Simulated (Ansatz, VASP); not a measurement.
Te in VASP and in Ansatz

```
Te
1.0
     4.05783    0.00000    0.00000
    -2.02891    3.51418    0.00000
     0.00000    0.00000   10.41790
Te
4
Cartesian
  0.0000 2.3428 1.6773
  2.0289 1.1714 6.8862
  0.0000 2.3428 3.5317
  2.0289 1.1714 8.7406
```

Alike in both runs: task relaxation of cell and atoms; functional PBE; k mesh 6 × 6 × 2; occupations gaussian, width 0.1 eV; no spin polarisation.

|  | VASP | Ansatz |
| --- | --- | --- |
| version | VASP 6.6.1 | Ansatz 0.2.0 |
| potentials or method | VASP PAW PBE potentials, release 64 (Te), cutoff 600 eV | scalar-relativistic, plane waves, PAW |
| valence electrons in the cell | 24 | 64 |

```csv
,VASP,Ansatz,Ansatz less VASP
"gap on the k mesh at the Fermi level, each at its own relaxed structure (eV)",none,none,-
relaxed volume (Å³/atom),72.52,31.38,-41.136
relaxed cell length with the largest relative difference (Å),23.225,11.724,-11.5009
```

A gap of «none» marks a metal or a gap that the smearing closes. One of these differences is far larger than is usual between the two programs; its cause wasn't traced. VASP's potentials hold 24 valence electrons a cell and Ansatz's 64, so a difference there can come from the potentials and not from the codes.

Neither program's run includes spin-orbit coupling. Noted on VASP's run: the volume moved by over 15 % at a fixed basis, so the end points are rough.
